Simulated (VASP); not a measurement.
# LiAl2B2: single point with PBE

LiAl2B2:

```xyz
5
Lattice="2.9995 0.0000 0.0000 -1.4997 2.5976 0.0000 0.0000 0.0000 7.7521" Properties=species:S:1:pos:R:3 pbc="T T T"
Li    0.0000    0.0000    0.4910
Al    0.0000    0.0000    3.5944
Al    0.0000    1.7318    5.9042
B     0.0000    1.7318    2.0771
B     1.4997    0.8659    2.1018
```

* Program: VASP 6.6.1
* Task: single point
* Functional: PBE
* Potentials or basis: VASP PAW PBE potentials, release 64 (Li_sv, Al, B)
* Cutoff: 520 eV
* k mesh: 6 × 6 × 2
* Occupations: gaussian, width 0.1 eV
* Spin: no spin polarisation

```yaml
Largest_force: 0.011 eV/Å
```

Forces on the atoms (eV/Å):
```
Li   0.000  0.000 -0.006
Al   0.000  0.000 -0.011
Al   0.000  0.000 -0.002
B    0.000  0.000  0.009
B    0.000  0.000  0.010
```

Levels at points of the mesh, in eV from the Fermi level:
```csv
k point,band 4,band 5,band 6,band 7,band 8,band 9,band 10,band 11
"(0.00, 0.00, 0.00)",-6.99,-2.86,-0.07,-0.07,0.57,5.29,5.29,8.18
"(0.50, 0.00, 0.00)",-4.08,-3.87,-3.04,-2.90,-1.09,1.87,2.51,3.79
"(0.00, 0.00, 0.50)",-6.30,-4.12,-0.07,-0.07,2.71,5.30,5.30,5.44
"(0.50, 0.00, 0.50)",-4.45,-3.95,-3.04,-1.80,-0.69,0.10,1.61,3.79
```

Wall time 55 s on 1 thread of AMD EPYC 7R13, with other jobs on the host, peak memory 0.15 GiB.

Caveat: the k points lie up to 0.41 Å⁻¹ apart.
